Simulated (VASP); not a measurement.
# AlSnI5 (P4/mmm) in VASP: single point with PBEsol

Aim: the single point of AlSnI5 with PBEsol.

Program: VASP 6.6.1. These are calculated values, not measurements. Logs are shortened: lines on timing, memory, paths and dates and some standing lists are left out, and cuts for length are marked.

### Step 1. The cell of the first run

It takes space group P4/mmm (No. 123, tetragonal). The conventional cell has a = 5.448 Å, b = 5.448 Å, c = 7.922 Å, α = 90.00°, β = 90.00°, γ = 90.00°. Within 4.6 Å of Al (site symmetry 4/mmm) lie 12 I at 3.48 to 3.85 Å. Sn (site symmetry 4/mmm) has 10 I at 3.26 to 3.96 Å within 4.3 Å. I (site symmetry 2mm) has 2 Sn at 3.26 Å and 2 Al at 3.48 Å and 8 I at 3.48 to 4.34 Å within 4.4 Å. I (site symmetry 4/mmm) has 8 I at 3.48 Å and 4 Al at 3.85 Å and 2 Sn at 3.96 Å within 4.6 Å.

### Step 2. Single point, PBEsol

Input file INCAR:

```
PREC = Accurate
ENCUT = 520
EDIFF = 1E-6
ISMEAR = -1
SIGMA = 0.03
LREAL = F
LASPH = T
NELM = 100
ALGO = Normal
ISIF = 2
LWAVE = F
LCHARG = F
GGA = PS
NBANDS = 35
```

Input file KPOINTS:

```
Automatic mesh
0
Gamma
  4 4 2
```

Input file POSCAR:

```
AlSnI5
1.0
    5.4478547114      0.0000000000      0.0000000000
    0.0000000000      5.4478547114      0.0000000000
    0.0000000000      0.0000000000      7.9222065840
Al Sn I
1 1 5
Direct
    0.5000000000      0.5000000000      0.0000000000
    0.0000000000      0.0000000000      0.5000000000
    0.0000000000      0.5000000000      0.2736476507
    0.0000000000      0.5000000000      0.7263523493
    0.5000000000      0.0000000000      0.2736476507
    0.5000000000      0.0000000000      0.7263523493
    0.0000000000      0.0000000000      0.0000000000
```

Potentials or basis: VASP PAW PBE potentials, release 64 (Al, Sn_d, I).

The run is started by

```console
cat potpaw_PBE.64/Al/POTCAR potpaw_PBE.64/Sn_d/POTCAR potpaw_PBE.64/I/POTCAR > POTCAR
mpirun -np 1 vasp_std > vasp.out
```

OUTCAR:

```text
PREC = Accurate
   ENCUT = 520
   EDIFF = 1E-6
   ISMEAR = -1
   LREAL = F
   LASPH = T
   NELM = 100
   ISIF = 2
   GGA = PS

 ion  position               nearest neighbor table
   1  0.500  0.500  0.000-
   2  0.000  0.000  0.500-   3 3.26   4 3.26   5 3.26   6 3.26   3 3.26   4 3.26   5 3.26   6 3.26

   3  0.000  0.500  0.274-   2 3.26   2 3.26   7 3.48   7 3.48
   4  0.000  0.500  0.726-   2 3.26   2 3.26   7 3.48   7 3.48
   5  0.500  0.000  0.274-   2 3.26   2 3.26   7 3.48   7 3.48
   6  0.500  0.000  0.726-   2 3.26   2 3.26   7 3.48   7 3.48
   7  0.000  0.000  0.000-   3 3.48   4 3.48   5 3.48   6 3.48   3 3.48   4 3.48   5 3.48   6 3.48

  LATTYP: Found a simple tetragonal cell.
 ALAT       =     5.4478547114
 C/A-ratio  =     1.4541883005

  Lattice vectors:

 A1 = (   5.4478547114,   0.0000000000,   0.0000000000)
 A2 = (   0.0000000000,   5.4478547114,   0.0000000000)
 A3 = (   0.0000000000,   0.0000000000,   7.9222065840)

Analysis of symmetry for initial positions (statically):
=====================================================================
 Subroutine PRICEL returns:
 Original cell was already a primitive cell.

 Routine SETGRP: Setting up the symmetry group for a
 simple tetragonal supercell.

 Subroutine GETGRP returns: Found 16 space group operations
 (whereof 16 operations were pure point group operations)
 out of a pool of 16 trial point group operations.

The static configuration has the point symmetry D_4h.

Analysis of symmetry for dynamics (positions and initial velocities):
=====================================================================
 Subroutine PRICEL returns:
 Original cell was already a primitive cell.

 Routine SETGRP: Setting up the symmetry group for a
 simple tetragonal supercell.

 Subroutine GETGRP returns: Found 16 space group operations
 (whereof 16 operations were pure point group operations)
 out of a pool of 16 trial point group operations.

The dynamic configuration has the point symmetry D_4h.

 Subroutine INISYM returns: Found 16 space group operations
 (whereof 16 operations are pure point group operations),
 and found     1 'primitive' translations

----------------------------------------------------------------------------------------

                                     Primitive cell

  volume of cell :     235.1241

  direct lattice vectors                    reciprocal lattice vectors
     5.447854711  0.000000000  0.000000000     0.183558493  0.000000000  0.000000000
     0.000000000  5.447854711  0.000000000     0.000000000  0.183558493  0.000000000
     0.000000000  0.000000000  7.922206584     0.000000000  0.000000000  0.126227458

  length of vectors
     5.447854711  5.447854711  7.922206584     0.183558493  0.183558493  0.126227458

  position of ions in fractional coordinates (direct lattice)
     0.500000000  0.500000000  0.000000000
     0.000000000  0.000000000  0.500000000
     0.000000000  0.500000000  0.273647651
     0.000000000  0.500000000  0.726352349
     0.500000000  0.000000000  0.273647651
     0.500000000  0.000000000  0.726352349
     0.000000000  0.000000000  0.000000000

  ion indices of the primitive-cell ions
   primitive index   ion index
                 1           1
                 2           2
                 3           3
                 4           4
                 5           5
                 6           6
                 7           7

----------------------------------------------------------------------------------------

 KPOINTS: Automatic mesh

Automatic generation of k-mesh.
 Grid dimensions read from file:
 generate k-points for:    4    4    2

 Generating k-lattice:

  Cartesian coordinates                     Fractional coordinates (reciprocal lattice)
     0.045889623  0.000000000  0.000000000     0.250000000  0.000000000  0.000000000
     0.000000000  0.045889623  0.000000000     0.000000000  0.250000000  0.000000000
     0.000000000  0.000000000  0.063113729     0.000000000  0.000000000  0.500000000

  Length of vectors
     0.045889623  0.045889623  0.063113729

  Shift w.r.t. Gamma in fractional coordinates (k-lattice)
     0.000000000  0.000000000  0.000000000

 Subroutine IBZKPT returns following result:
 ===========================================

 Found     12 irreducible k-points:

 Following reciprocal coordinates:
            Coordinates               Weight
  0.000000  0.000000  0.000000      1.000000
  0.250000  0.000000  0.000000      4.000000
  0.500000  0.000000  0.000000      2.000000
  0.250000  0.250000  0.000000      4.000000
  0.500000  0.250000  0.000000      4.000000
  0.500000  0.500000  0.000000      1.000000
  0.000000  0.000000  0.500000      1.000000
  0.250000  0.000000  0.500000      4.000000
  0.500000  0.000000  0.500000      2.000000
  0.250000  0.250000  0.500000      4.000000
  0.500000  0.250000  0.500000      4.000000
  0.500000  0.500000  0.500000      1.000000
   k-points           NKPTS =     12   k-points in BZ     NKDIM =     12   number of bands    NBANDS=     35
   number of dos      NEDOS =    301   number of ions     NIONS =      7
   total plane-waves  NPLWV = 105840
   dimension x,y,z NGX =    42 NGY =   42 NGZ =   60
   dimension x,y,z NGXF=    84 NGYF=   84 NGZF=  120
   ions per type =               1   1   5
   NGX,Y,Z   is equivalent  to a cutoff of  12.82, 12.82, 12.59 a.u.
   NGXF,Y,Z  is equivalent  to a cutoff of  25.63, 25.63, 25.18 a.u.
 SYSTEM =  unknown system
   PREC   = accura    normal or accurate (medium, high low for compatibility)
   ISTART =      0    job   : 0-new  1-cont  2-samecut
   ICHARG =      2    charge: 1-file 2-atom 10-const
   ISPIN  =      1    spin polarized calculation?
   LNONCOLLINEAR =      F non collinear calculations
   LSORBIT =      F    spin-orbit coupling
   LASPH  =      T    aspherical Exc in radial PAW
   ENCUT  =  520.0 eV  38.22 Ry    6.18 a.u.  10.13 10.13 14.73*2*pi/ulx,y,z
   NELM   =    100;   NELMIN=  2; NELMDL= -5     # of ELM steps
   EDIFF  = 0.1E-05   stopping-criterion for ELM
   LREAL  =      F    real-space projection
   EDIFFG = 0.1E-04   stopping-criterion for IOM
   NSW    =      0    number of steps for IOM
   IBRION =     -1    ionic relax: 0-MD 1-quasi-New 2-CG
   NFREE  =      0    steps in history (QN), initial steepest desc. (CG)
   ISIF   =      2    stress and relaxation
   ISYM   =      2    0-nonsym 1-usesym 2-fastsym
   POTIM  = 0.5000    time-step for ionic-motion
   TEBEG  =    0.0;   TEEND  =   0.0 temperature during run
   PSTRESS=    0.0 pullay stress
   NELECT =      52.0000    total number of electrons
   NUPDOWN=      -1.0000    fix difference up-down
   EMIN   =  10.00;   EMAX   =-10.00  energy-range for DOS
   EFERMI =   0.00;   METHOD = LEGACY
   ISMEAR =    -1;   SIGMA  =   0.03  broadening in eV -4-tet -1-fermi 0-gaus
   EFERMI_NEDOS =   21; number of points for ismear=-14 and -15
   IALGO  =     38    algorithm
   IMIX   =      4    mixing-type and parameters
     AMIX     =   0.40;   BMIX     =  1.00
     AMIX_MAG =   1.60;   BMIX_MAG =  1.00
  volume/ion in A,a.u.               =      33.59       226.67
  Fermi-wavevector in a.u.,A,eV,Ry     =   0.990019  1.870865 13.335583  0.980138
  Thomas-Fermi vector in A             =   2.121659
   LORBIT       =      0    0 simple, 1 ext, 2 COOP (PROOUT), +10 PAW based schemes
   GGA     = PS    functional components
   LHFCALC =     F    Hartree Fock is set to
   AEXX    =    0.0000 exact exchange contribution
   IVDW    =     0    specifies the selected vdW correction
   LEPSILON=     F    determine dielectric tensor
   LRPA    =     F    only Hartree local field effects (RPA)
 non-spin polarized calculation
  energy-cutoff  :      520.00
  volume of cell :      235.12
 maximum number of plane-waves:      6356
 NGX is ok and might be reduce to    42
   NGX = 21   NGY = 21   NGZ = 29

 number of electron      51.9999985 magnetization

 Free energy of the ion-electron system (eV)
  ---------------------------------------------------
  ext. energy  EPLUGINS =         0.00000000
  ---------------------------------------------------
  free energy    TOTEN  =       -17.22085275 eV

  energy without entropy =      -17.20029716  energy(sigma->0) =      -17.21057495

 E-fermi :   4.5512     XC(G=0):  -9.0874

 val. band max:        4.5372413426   @ k =   0.5000   0.2500   0.5000
 cond. band min:       4.5870691261   @ k =   0.5000   0.2500   0.0000
 fundamental gap:      0.0498277835
 Fermi energy:         4.5512393357

 k-point     1 :       0.0000    0.0000    0.0000
  band No.  band energies     occupation
      1     -16.6331      2.00000
      2     -16.6266      2.00000
      3     -16.6266      2.00000
      4     -16.6243      2.00000
      5     -16.6241      2.00000
      6      -8.8892      2.00000
[... 27 lines left out ...]
     34       9.0110      0.00000
     35       9.1565      0.00000

 k-point     2 :       0.2500    0.0000    0.0000
  band No.  band energies     occupation
      1     -16.6321      2.00000
      2     -16.6275      2.00000
      3     -16.6266      2.00000
      4     -16.6242      2.00000
      5     -16.6241      2.00000
      6      -8.7232      2.00000
[... 27 lines left out ...]
     34       9.7728      0.00000
     35      10.2780      0.00000

 k-point     3 :       0.5000    0.0000    0.0000
  band No.  band energies     occupation
      1     -16.6311      2.00000
      2     -16.6284      2.00000
      3     -16.6266      2.00000
      4     -16.6243      2.00000
      5     -16.6239      2.00000
      6      -8.4352      2.00000
[... 27 lines left out ...]
     34      10.0631      0.00000
     35      10.7075      0.00000

 k-point     4 :       0.2500    0.2500    0.0000
  band No.  band energies     occupation
      1     -16.6310      2.00000
      2     -16.6275      2.00000
      3     -16.6275      2.00000
      4     -16.6243      2.00000
      5     -16.6240      2.00000
      6      -8.5620      2.00000
[... 27 lines left out ...]
     34       9.6446      0.00000
     35      11.0054      0.00000

 k-point     5 :       0.5000    0.2500    0.0000
  band No.  band energies     occupation
      1     -16.6301      2.00000
      2     -16.6284      2.00000
      3     -16.6275      2.00000
      4     -16.6244      2.00000
      5     -16.6239      2.00000
      6      -8.2705      2.00000
[... 27 lines left out ...]
     34      10.6383      0.00000
     35      10.8353      0.00000

 k-point     6 :       0.5000    0.5000    0.0000
  band No.  band energies     occupation
      1     -16.6290      2.00000
      2     -16.6284      2.00000
      3     -16.6284      2.00000
      4     -16.6245      2.00000
      5     -16.6238      2.00000
      6      -7.9206      2.00000
[... 27 lines left out ...]
     34      10.1332      0.00000
     35      10.8981      0.00000

 k-point     7 :       0.0000    0.0000    0.5000
  band No.  band energies     occupation
      1     -16.6331      2.00000
      2     -16.6266      2.00000
      3     -16.6266      2.00000
      4     -16.6242      2.00000
      5     -16.6241      2.00000
      6      -8.6310      2.00000
[... 27 lines left out ...]
     34       9.4827      0.00000
     35       9.9644      0.00000

 k-point     8 :       0.2500    0.0000    0.5000
  band No.  band energies     occupation
      1     -16.6321      2.00000
      2     -16.6275      2.00000
      3     -16.6266      2.00000
      4     -16.6242      2.00000
      5     -16.6241      2.00000
      6      -8.4792      2.00000
[... 27 lines left out ...]
     34      10.5821      0.00000
     35      10.7268      0.00000

 k-point     9 :       0.5000    0.0000    0.5000
  band No.  band energies     occupation
      1     -16.6311      2.00000
      2     -16.6284      2.00000
      3     -16.6266      2.00000
      4     -16.6243      2.00000
      5     -16.6239      2.00000
      6      -8.2458      2.00000
[... 27 lines left out ...]
     34      10.4883      0.00000
     35      10.8614      0.00000

 k-point    10 :       0.2500    0.2500    0.5000
  band No.  band energies     occupation
      1     -16.6310      2.00000
      2     -16.6275      2.00000
      3     -16.6275      2.00000
      4     -16.6243      2.00000
      5     -16.6240      2.00000
      6      -8.3276      2.00000
[... 27 lines left out ...]
     34       9.9047      0.00000
     35      10.7414      0.00000

 k-point    11 :       0.5000    0.2500    0.5000
  band No.  band energies     occupation
      1     -16.6301      2.00000
      2     -16.6284      2.00000
      3     -16.6275      2.00000
      4     -16.6244      2.00000
      5     -16.6238      2.00000
      6      -8.0841      2.00000
[... 27 lines left out ...]
     34      10.2231      0.00000
     35      11.6240      0.00000

 k-point    12 :       0.5000    0.5000    0.5000
  band No.  band energies     occupation
      1     -16.6290      2.00000
      2     -16.6284      2.00000
      3     -16.6284      2.00000
      4     -16.6245      2.00000
      5     -16.6237      2.00000
      6      -7.8226      2.00000
[... 27 lines left out ...]
     34      11.0528      0.00000
     35      11.6867      0.00000

------------------------ aborting loop because EDIFF is reached ----------------------------------------

  FORCE on cell =-STRESS in cart. coord.  units (eV):
  Direction    XX          YY          ZZ          XY          YZ          ZX
  --------------------------------------------------------------------------------------
  -------------------------------------------------------------------------------------
  Total       -0.0072580     -0.0072580     -0.0268364      0.0000000      0.0000000     -0.0000000
  in kB       -0.0494573     -0.0494573     -0.1828678      0.0000000      0.0000000     -0.0000000
  external PRESSURE =      -0.0939275 kB  Pullay stress =       0.0000000 kB

 VOLUME and BASIS-vectors are now :
 -----------------------------------------------------------------------------
  energy-cutoff  :      520.00
  volume of cell :      235.12
      direct lattice vectors                 reciprocal lattice vectors
     5.447854711  0.000000000  0.000000000     0.183558493  0.000000000  0.000000000
     0.000000000  5.447854711  0.000000000     0.000000000  0.183558493  0.000000000
     0.000000000  0.000000000  7.922206584     0.000000000  0.000000000  0.126227458

 POSITION                                       TOTAL-FORCE (eV/Angst)
 -----------------------------------------------------------------------------------
      2.72393      2.72393      0.00000        -0.000000     -0.000000      0.000000
      0.00000      0.00000      3.96110        -0.000000     -0.000000      0.000000
      0.00000      2.72393      2.16789        -0.000000      0.000000     -0.002128
      0.00000      2.72393      5.75431        -0.000000      0.000000      0.002128
      2.72393      0.00000      2.16789        -0.000000     -0.000000     -0.002128
      2.72393      0.00000      5.75431         0.000000     -0.000000      0.002128
      0.00000      0.00000      0.00000        -0.000000     -0.000000      0.000000
 -----------------------------------------------------------------------------------
    total drift:                               -0.000000     -0.000000      0.000000

  FREE ENERGIE OF THE ION-ELECTRON SYSTEM (eV)
  ---------------------------------------------------
  free  energy   TOTEN  =       -17.2208527463 eV

  energy  without entropy=      -17.2002971624  energy(sigma->0) =      -17.21057495
```

It took 3.3 min on 1 thread of Intel Xeon 8259CL, shared host; peak memory 0.36 GiB.

Results:

```yaml
Free_energy: -17.2209 eV
Pressure: 0.0 GPa
Band_gap_on_the_k_mesh: zero (bands 26 and 27 overlap by 0.64 eV)
```

Forces on the atoms (eV/Å):
```
Al   0.000  0.000  0.000
Sn   0.000  0.000  0.000
I    0.000  0.000 -0.002
I    0.000  0.000  0.002
I    0.000  0.000 -0.002
I    0.000  0.000  0.002
I    0.000  0.000  0.000
```

Levels at points of the mesh, in eV from the Fermi level:
| k point | band 23 | band 24 | band 25 | band 26 | band 27 | band 28 | band 29 | band 30 |
| --- | --- | --- | --- | --- | --- | --- | --- | --- |
| (0.00, 0.00, 0.00) | -1.36 | -1.05 | -0.70 | -0.70 | -0.42 | 2.52 | 2.86 | 3.11 |
| (0.50, 0.00, 0.00) | -0.99 | -0.93 | -0.75 | -0.47 | 0.29 | 2.55 | 2.82 | 3.14 |
| (0.50, 0.50, 0.00) | -0.89 | -0.53 | -0.53 | -0.49 | -0.09 | 2.75 | 2.75 | 3.79 |
| (0.00, 0.00, 0.50) | -1.20 | -0.53 | -0.42 | -0.42 | -0.42 | 1.36 | 2.31 | 2.47 |
| (0.50, 0.00, 0.50) | -1.14 | -0.52 | -0.42 | 0.07 | 0.64 | 2.67 | 2.75 | 2.90 |
| (0.50, 0.50, 0.50) | -0.37 | -0.23 | 0.22 | 0.22 | 0.67 | 2.69 | 2.69 | 3.00 |

Caveat: the k points lie up to 0.40 Å⁻¹ apart, too coarse for converged energies and pressures of a metal; the PAW data sets were made with another functional, which shifts forces and pressure a little; spin-orbit coupling is left out, which moves the levels of the heavy elements.

The gap in the log of VASP goes by the Fermi energy; the results here count the filled bands.